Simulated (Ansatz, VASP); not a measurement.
## Two plane-wave programs on Ti

```
Ti
1.0
     0.00000    2.05602    2.05602
     2.05602    0.00000    2.05602
     2.05602    2.05602    0.00000
Ti
1
Direct
  0.00000 0.00000 0.00000
```

Alike in both runs: task single point; functional LDA; k mesh 18 × 18 × 18; occupations gaussian, width 0.1 eV; no spin polarisation.

```csv
,VASP,Ansatz
version,VASP 6.6.1,Ansatz 0.2.0
potentials or method,"VASP PAW LDA potentials, release 64 (Ti_sv), cutoff 520 eV","scalar-relativistic, plane waves, PAW"
valence electrons in the cell,12,12
```

Ansatz gave:

| Item | Value |
| --- | --- |
| gap on the k mesh at the Fermi level (eV) | none |
| pressure (GPa) | -8.7 |

Task: Estimate VASP's values.

Result: gap on the k mesh at the Fermi level (eV): none; pressure (GPa): -8.8.

LDA's correlation is that of Perdew and Zunger in VASP and of Perdew and Wang (1992) in Ansatz. A gap of «none» marks a metal or a gap that the smearing closes.
